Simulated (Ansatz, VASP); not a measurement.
Two plane-wave programs on TiSi2

Contents of INCAR:

```
PREC     = Accurate       # precision mode
ENCUT    = 520            # plane-wave cutoff, eV
EDIFF    = 1E-7           # SCF threshold, eV
ISMEAR   = 0              # smearing method
SIGMA    = 0.15           # smearing width, eV
LREAL    = F              # projectors in reciprocal space
LASPH    = T              # aspherical terms in the spheres
NELM     = 60             # most SCF steps
ALGO     = Normal         # electronic algorithm
ISIF     = 2              # what is computed and relaxed
LWAVE    = F              # write WAVECAR
LCHARG   = F              # write CHGCAR
GGA      = PE             # functional
NBANDS   = 29             # bands
```

KPOINTS

```
Automatic mesh
0
Gamma
  12 12 12
```

Contents of POSCAR:

```
TiSi2
1.0
    1.7267777212     -7.0108387279      0.0000000000
    1.7267777212      7.0108387279      0.0000000000
    0.0000000000      0.0000000000      3.4844244231
Ti Si
2 4
Direct
    0.8968075259      0.1031924741      0.7500000000
    0.1031924741      0.8968075259      0.2500000000
    0.5591373592      0.4408626408      0.7500000000
    0.4408626408      0.5591373592      0.2500000000
    0.2498287182      0.7501712818      0.7500000000
    0.7501712818      0.2498287182      0.2500000000
```

Input for Ansatz:

```yaml
crystal:
  lattice:
    - [1.7267777212, -7.0108387279, 0.0]
    - [1.7267777212, 7.0108387279, 0.0]
    - [0.0, 0.0, 3.4844244231]
  atoms:
    - { symbol: Ti, position: [0.8968075259, 0.1031924741, 0.75] }
    - { symbol: Ti, position: [0.1031924741, 0.8968075259, 0.25] }
    - { symbol: Si, position: [0.5591373592, 0.4408626408, 0.75] }
    - { symbol: Si, position: [0.4408626408, 0.5591373592, 0.25] }
    - { symbol: Si, position: [0.2498287182, 0.7501712818, 0.75] }
    - { symbol: Si, position: [0.7501712818, 0.2498287182, 0.25] }
basis:
  ecutwfc: 520.0
kpoints:
  mp_grid: { grid: [12, 12, 12] }
hamiltonian:
  xc: pbe
  pseudopotentials: { kind: paw, azcp: { folder: soft_1 } }
scf:
  occupations: { method: gaussian, width: 0.15 }
output:
  forces: true
  stress: true
  eigenvalues: true
```

Change from the starting cell: volume 14.061 Å^3 an atom, stretch along b over the lengths across it, relative to the relaxed cell 1.0620.

Alike in both runs: task single point; functional PBE; k mesh 12 × 12 × 12; occupations gaussian, width 0.15 eV; no spin polarisation.

|  | VASP | Ansatz |
| --- | --- | --- |
| version | VASP 6.6.1 | Ansatz 0.2.0 |
| potentials or method | VASP PAW PBE potentials, release 64 (Ti_sv, Si), cutoff 520 eV | scalar-relativistic, plane waves, PAW |
| valence electrons in the cell | 40 | 40 |

Ansatz gave:

```
gap on the k mesh at the Fermi level (eV)                     : none
pressure (GPa)                                                : 4.7
traceless stress, the component that is largest in VASP (GPa) : -9.18
rms of the force components (eV/Å)                            : 0.163
```

**Question.** Estimate VASP's values.

**Answer.** gap on the k mesh at the Fermi level (eV): none; pressure (GPa): 4.7; traceless stress, the component that is largest in VASP (GPa): -9.18; rms of the force components (eV/Å): 0.165.

Atom by atom the forces differ by 0.003 eV/Å (rms over components). A gap of «none» marks a metal or a gap that the smearing closes.
